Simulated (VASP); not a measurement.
**Sn2Bi2Te: single point with PBE**

Sn2Bi2Te:

```
Sn Bi Te
1.0
     5.56322    0.00000    0.00000
    -2.78161    4.81789    0.00000
     0.00000    0.00000    6.46895
Sn Bi Te
2 2 1
Direct
  0.33333 0.66667 0.06518
  0.66667 0.33333 0.06518
  0.33333 0.66667 0.58092
  0.66667 0.33333 0.58092
  0.00000 0.00000 0.11119
```

The cell was built from a structure type or drawn by symmetry, and may not be a known phase.

```
Program             : VASP 6.6.1
Task                : single point
Functional          : PBE
Potentials or basis : VASP PAW PBE potentials, release 64 (Sn_d, Bi_d, Te)
Cutoff              : 520 eV
k mesh              : 6 × 6 × 4
Occupations         : gaussian, width 0.1 eV
Spin                : no spin polarisation
```

The pressure is -0.1 GPa, the largest force is 0.023 eV/Å and the band gap on the k mesh is zero (bands 32 and 33 overlap by 1.56 eV).

Forces on the atoms (eV/Å):
```
Sn   0.000  0.000  0.023
Sn   0.000  0.000  0.023
Bi   0.000  0.000 -0.015
Bi   0.000  0.000 -0.015
Te   0.000  0.000 -0.015
```

Levels at points of the mesh, in eV from the Fermi level:
```
           k point  band 29  band 30  band 31  band 32  band 33  band 34  band 35  band 36
(0.00, 0.00, 0.00)    -2.75    -2.75    -0.99    -0.86    -0.86    -0.50     1.58     1.58
(0.50, 0.00, 0.00)    -2.30    -1.59    -1.18    -0.04     1.47     1.85     2.09     2.52
(0.00, 0.00, 0.50)    -2.16    -2.16    -1.79    -1.79    -0.93     1.00     1.14     1.14
(0.50, 0.00, 0.50)    -0.98    -0.36     0.28     0.62     0.76     1.21     1.74     1.84
```

Run time: 94 s on 1 thread of Intel(R) Xeon(R) 6975P-C (Granite Rapids), on a shared host, peak memory 0.35 GiB.

Caveat: spin-orbit coupling is left out, which moves the levels of the heavy elements.
